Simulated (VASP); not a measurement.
# I (I4/mmm) in VASP: single point with PBE+D3(BJ)

Aim: the single point of I with PBE+D3(BJ).

All numbers are computed with VASP 6.6.1; they aren't measurements. Logs are shortened: lines on timing, memory, paths and dates and some standing lists are left out, and cuts for length are marked.

### Step 1. The cell of the first run

The typed cell holds 1 atom: a = 3.723 Å, b = 3.723 Å, c = 3.723 Å, α = 120.00°, β = 120.00°, γ = 90.01°.

### Step 2. Single point, PBE+D3(BJ)

File INCAR:

```
PREC     = Accurate       # precision mode
ENCUT    = 520            # plane-wave cutoff, eV
EDIFF    = 1E-7           # SCF threshold, eV
ISMEAR   = 0              # smearing method
SIGMA    = 0.15           # smearing width, eV
LREAL    = False          # projectors in reciprocal space
LASPH    = True           # aspherical terms in the spheres
NELM     = 80             # most SCF steps
ALGO     = Normal         # electronic algorithm
ISIF     = 2              # what is computed and relaxed
LWAVE    = False          # write WAVECAR
LCHARG   = False          # write CHGCAR
GGA      = PE             # functional
IVDW     = 12             # dispersion correction
NBANDS   = 10             # bands
```

File KPOINTS:

```
Automatic mesh
0
Gamma
  18 18 18
```

File POSCAR:

```
I
1.0
   -1.8615156113      1.8615156113      2.6321830744
    1.8615156113     -1.8615156113      2.6321830744
    1.8615156113      1.8615156113     -2.6321830744
I
1
Direct
    0.0000000000      0.0000000000      0.0000000000
```

Potentials or basis: VASP PAW PBE potentials, release 64 (I).

Command:

```sh
cat potpaw_PBE.64/I/POTCAR > POTCAR
mpirun -np 1 vasp_std > vasp.out
```

OUTCAR:

```text
PREC = Accurate
   ENCUT = 520
   EDIFF = 1E-7
   ISMEAR = 0
   LREAL = False
   LASPH = True
   NELM = 80
   ISIF = 2
   GGA = PE
   IVDW = 12
 IVDW          = 12

 ion  position               nearest neighbor table
   1  0.000  0.000  0.000-

  LATTYP: Found a body centered tetragonal cell.
 ALAT       =     3.7230312226
 C/A-ratio  =     1.4140000000

  Lattice vectors:

 A1 = (  -1.8615156113,   1.8615156113,   2.6321830744)
 A2 = (   1.8615156113,  -1.8615156113,   2.6321830744)
 A3 = (   1.8615156113,   1.8615156113,  -2.6321830744)

Analysis of symmetry for initial positions (statically):
=====================================================================
 Subroutine PRICEL returns:
 Original cell was already a primitive cell.

 Routine SETGRP: Setting up the symmetry group for a
 body centered tetragonal supercell.

 Subroutine GETGRP returns: Found 16 space group operations
 (whereof 16 operations were pure point group operations)
 out of a pool of 16 trial point group operations.

The static configuration has the point symmetry D_4h.

Analysis of symmetry for dynamics (positions and initial velocities):
=====================================================================
 Subroutine PRICEL returns:
 Original cell was already a primitive cell.

 Routine SETGRP: Setting up the symmetry group for a
 body centered tetragonal supercell.

 Subroutine GETGRP returns: Found 16 space group operations
 (whereof 16 operations were pure point group operations)
 out of a pool of 16 trial point group operations.

The dynamic configuration has the point symmetry D_4h.

 Subroutine INISYM returns: Found 16 space group operations
 (whereof 16 operations are pure point group operations),
 and found     1 'primitive' translations

----------------------------------------------------------------------------------------

                                     Primitive cell

  volume of cell :      36.4846

  direct lattice vectors                    reciprocal lattice vectors
    -1.861515611  1.861515611  2.632183074     0.000000000  0.268598338  0.189956392
     1.861515611 -1.861515611  2.632183074     0.268598338  0.000000000  0.189956392
     1.861515611  1.861515611 -2.632183074     0.268598338  0.268598338  0.000000000

  length of vectors
     3.722750123  3.722750123  3.722750123     0.328981000  0.328981000  0.379855413

  position of ions in fractional coordinates (direct lattice)
     0.000000000  0.000000000  0.000000000

  ion indices of the primitive-cell ions
   primitive index   ion index
                 1           1

----------------------------------------------------------------------------------------

 KPOINTS: Automatic mesh

Automatic generation of k-mesh.
 Grid dimensions read from file:
 generate k-points for:   18   18   18

 Generating k-lattice:

  Cartesian coordinates                     Fractional coordinates (reciprocal lattice)
     0.000000000  0.014922130  0.010553133     0.055555556  0.000000000 -0.000000000
     0.014922130  0.000000000  0.010553133     0.000000000  0.055555556 -0.000000000
     0.014922130  0.014922130  0.000000000     0.000000000  0.000000000  0.055555556

  Length of vectors
     0.018276722  0.018276722  0.021103078

  Shift w.r.t. Gamma in fractional coordinates (k-lattice)
     0.000000000  0.000000000  0.000000000

 Subroutine IBZKPT returns following result:
 ===========================================

 Found    480 irreducible k-points:

 Following reciprocal coordinates:
            Coordinates               Weight
  0.000000  0.000000  0.000000      1.000000
  0.055556  0.000000 -0.000000      8.000000
  0.111111  0.000000 -0.000000      8.000000
  0.166667  0.000000  0.000000      8.000000
  0.222222  0.000000 -0.000000      8.000000
  0.277778  0.000000 -0.000000      8.000000
[... 16 lines left out ...]
 -0.277778  0.055556  0.000000     16.000000
 -0.222222  0.055556  0.000000     16.000000
 [... further k-points ...]
   k-points           NKPTS =    480   k-points in BZ     NKDIM =    480   number of bands    NBANDS=     10
   number of dos      NEDOS =    301   number of ions     NIONS =      1
   total plane-waves  NPLWV =  21952
   dimension x,y,z NGX =    28 NGY =   28 NGZ =   28
   dimension x,y,z NGXF=    56 NGYF=   56 NGZF=   56
   ions per type =               1
   NGX,Y,Z   is equivalent  to a cutoff of  12.50, 12.50, 12.50 a.u.
   NGXF,Y,Z  is equivalent  to a cutoff of  25.01, 25.01, 25.01 a.u.
 SYSTEM =  unknown system
   PREC   = accura    normal or accurate (medium, high low for compatibility)
   ISTART =      0    job   : 0-new  1-cont  2-samecut
   ICHARG =      2    charge: 1-file 2-atom 10-const
   ISPIN  =      1    spin polarized calculation?
   LNONCOLLINEAR =      F non collinear calculations
   LSORBIT =      F    spin-orbit coupling
   LASPH  =      T    aspherical Exc in radial PAW
   ENCUT  =  520.0 eV  38.22 Ry    6.18 a.u.   6.92  6.92  6.92*2*pi/ulx,y,z
   NELM   =     80;   NELMIN=  2; NELMDL= -5     # of ELM steps
   EDIFF  = 0.1E-06   stopping-criterion for ELM
   LREAL  =      F    real-space projection
   EDIFFG = 0.1E-05   stopping-criterion for IOM
   NSW    =      0    number of steps for IOM
   IBRION =     -1    ionic relax: 0-MD 1-quasi-New 2-CG
   NFREE  =      0    steps in history (QN), initial steepest desc. (CG)
   ISIF   =      2    stress and relaxation
   ISYM   =      2    0-nonsym 1-usesym 2-fastsym
   POTIM  = 0.5000    time-step for ionic-motion
   TEBEG  =    0.0;   TEEND  =   0.0 temperature during run
   PSTRESS=    0.0 pullay stress
   NELECT =       7.0000    total number of electrons
   NUPDOWN=      -1.0000    fix difference up-down
   EMIN   =  10.00;   EMAX   =-10.00  energy-range for DOS
   EFERMI =   0.00;   METHOD = LEGACY
   ISMEAR =     0;   SIGMA  =   0.15  broadening in eV -4-tet -1-fermi 0-gaus
   EFERMI_NEDOS =   21; number of points for ismear=-14 and -15
   IALGO  =     38    algorithm
   IMIX   =      4    mixing-type and parameters
     AMIX     =   0.40;   BMIX     =  1.00
     AMIX_MAG =   1.60;   BMIX_MAG =  1.00
  volume/ion in A,a.u.               =      36.48       246.21
  Fermi-wavevector in a.u.,A,eV,Ry     =   0.944215  1.784308 12.130172  0.891543
  Thomas-Fermi vector in A             =   2.071998
   LORBIT       =      0    0 simple, 1 ext, 2 COOP (PROOUT), +10 PAW based schemes
   GGA     = PE    functional components
   LHFCALC =     F    Hartree Fock is set to
   AEXX    =    0.0000 exact exchange contribution
   IVDW    =    12    specifies the selected vdW correction
   LEPSILON=     F    determine dielectric tensor
   LRPA    =     F    only Hartree local field effects (RPA)
 non-spin polarized calculation
 Gauss-broadening in eV      SIGMA  =   0.15
  energy-cutoff  :      520.00
  volume of cell :       36.48
 maximum number of plane-waves:      1002
   NGX = 13   NGY = 13   NGZ = 13

 number of electron       7.0000001 magnetization

 Free energy of the ion-electron system (eV)
  ---------------------------------------------------
  ext. energy  EPLUGINS =         0.00000000
  ---------------------------------------------------
  free energy    TOTEN  =        -1.04374933 eV

  energy without entropy =       -1.02460643  energy(sigma->0) =       -1.03417788

 E-fermi :   3.9704     XC(G=0):  -8.9287

 val. band max:        3.9664947762   @ k =  -0.1667  -0.2778   0.1667
 cond. band min:       3.9740510739   @ k =  -0.2778   0.2778   0.2778
 fundamental gap:      0.0075562977
 Fermi energy:         3.9703973836

 k-point     1 :       0.0000    0.0000    0.0000
  band No.  band energies     occupation
      1      -9.1934      2.00000
      2       4.8849      0.00000
      3       4.8849      0.00000
      4       4.8849      0.00000
      5      10.9282      0.00000
      6      13.6299      0.00000
      7      13.6299      0.00000
      8      13.6312      0.00000
      9      15.8273      0.00000
     10      17.2306      0.00000

 k-point     2 :       0.0556    0.0000   -0.0000
  band No.  band energies     occupation
      1      -9.1629      2.00000
      2       4.6428      0.00000
      3       4.8611      0.00000
      4       4.8612      0.00000
      5      11.1251      0.00000
      6      13.4221      0.00000
      7      13.6950      0.00000
      8      13.6958      0.00000
      9      16.2262      0.00000
     10      16.9410      0.00000

 k-point     3 :       0.1111    0.0000   -0.0000
  band No.  band energies     occupation
      1      -9.0730      2.00000
      2       4.0218      0.62790
      3       4.7943      0.00000
      4       4.7945      0.00000
      5      11.5088      0.00000
      6      13.1897      0.00000
      7      13.8610      0.00000
      8      13.8619      0.00000
      9      16.4403      0.00000
     10      16.4427      0.00000

 k-point     4 :       0.1667    0.0000    0.0000
  band No.  band energies     occupation
      1      -8.9289      2.00000
      2       3.2093      2.00000
      3       4.6961      0.00000
      4       4.6964      0.00000
      5      11.5829      0.00000
      6      13.5055      0.00000
      7      14.0187      0.00000
      8      14.0199      0.00000
      9      16.1134      0.00000
     10      16.1152      0.00000

 k-point     5 :       0.2222    0.0000   -0.0000
  band No.  band energies     occupation
      1      -8.7402      2.00000
      2       2.3450      2.00000
      3       4.5819      0.00000
      4       4.5824      0.00000
      5      11.3419      0.00000
      6      13.9924      0.00000
      7      13.9941      0.00000
      8      14.3072      0.00000
      9      16.1934      0.00000
     10      16.1942      0.00000

 k-point     6 :       0.2778    0.0000   -0.0000
  band No.  band energies     occupation
      1      -8.5220      2.00000
      2       1.5175      2.00000
      3       4.4670      0.00000
      4       4.4677      0.00000
      5      11.0595      0.00000
      6      13.7752      0.00000
      7      13.7771      0.00000
      8      15.1638      0.00000
      9      16.5103      0.00000
     10      16.6937      0.00000
[... 183 lines left out ...]
 k-point    21 :      -0.3889    0.0556    0.0000
  band No.  band energies     occupation
      1      -8.1378      2.00000
      2       0.4133      2.00000
      3       4.1848      0.04325
      4       4.2254      0.01621
      5      10.8719      0.00000
      6      12.9819      0.00000
      7      13.5737      0.00000
      8      15.6383      0.00000
      9      16.7799      0.00000
     10      18.3985      0.00000

 k-point    22 :      -0.3333    0.0556    0.0000
  band No.  band energies     occupation
      1      -8.3493      2.00000
      2       1.0342      2.00000
      3       4.2484      0.00877
      4       4.3482      0.00037
      5      11.0544      0.00000
      6      13.2307      0.00000
      7      13.8387      0.00000
      8      15.2089      0.00000
      9      16.5399      0.00000
     10      17.4145      0.00000

 k-point    23 :      -0.2778    0.0556    0.0000
  band No.  band energies     occupation
      1      -8.5734      2.00000
      2       1.7882      2.00000
      3       4.3427      0.00045
      4       4.4803      0.00000
      5      11.2992      0.00000
      6      13.5418      0.00000
      7      14.1062      0.00000
      8      14.4187      0.00000
      9      16.4138      0.00000
     10      16.9390      0.00000

 k-point    24 :      -0.2222    0.0556    0.0000
  band No.  band energies     occupation
      1      -8.7824      2.00000
      2       2.6184      2.00000
      3       4.4590      0.00000
      4       4.6062      0.00000
      5      11.5823      0.00000
      6      13.5121      0.00000
      7      13.9826      0.00000
      8      14.2615      0.00000
      9      15.7632      0.00000
     10      16.7268      0.00000

 [... further k-points ...]

------------------------ aborting loop because EDIFF is reached ----------------------------------------

 Edisp (eV)   -0.36321

 E8    (eV) :    -0.1634

  FORCE on cell =-STRESS in cart. coord.  units (eV):
  Direction    XX          YY          ZZ          XY          YZ          ZX
  --------------------------------------------------------------------------------------
  -------------------------------------------------------------------------------------
  Total      -0.54941    -0.54941    -0.55023     0.00000     0.00000    -0.00000
  in kB     -24.12683   -24.12683   -24.16278     0.00000     0.00000    -0.00000
  external pressure =      -24.14 kB  Pullay stress =        0.00 kB

 VOLUME and BASIS-vectors are now :
 -----------------------------------------------------------------------------
  energy-cutoff  :      520.00
  volume of cell :       36.48
      direct lattice vectors                 reciprocal lattice vectors
    -1.861515611  1.861515611  2.632183074     0.000000000  0.268598338  0.189956392
     1.861515611 -1.861515611  2.632183074     0.268598338  0.000000000  0.189956392
     1.861515611  1.861515611 -2.632183074     0.268598338  0.268598338  0.000000000

 POSITION                                       TOTAL-FORCE (eV/Angst)
 -----------------------------------------------------------------------------------
      0.00000      0.00000      0.00000         0.000000      0.000000      0.000000
 -----------------------------------------------------------------------------------
    total drift:                                0.000000      0.000000      0.000000

  FREE ENERGIE OF THE ION-ELECTRON SYSTEM (eV)
  ---------------------------------------------------
  free  energy   TOTEN  =        -1.4069596243 eV

  energy  without entropy=       -1.3878167288  energy(sigma->0) =       -1.39738818
```

Run time: 2.3 min. Hardware: 1 thread of Intel Xeon 8259CL, shared host; peak memory 0.29 GiB.

What came out:

```yaml
Free_energy: -1.4070 eV
Pressure: -2.4 GPa
Band_gap_on_the_k_mesh: zero (an odd number of electrons rules out a gap without spin polarisation)
Dispersion_energy_per_atom: -0.363 eV
```

Caveat: spin-orbit coupling is left out, which moves the levels of the heavy elements; an odd number of electrons without spin polarisation forces a metal; a magnetic or distorted state may lie lower.
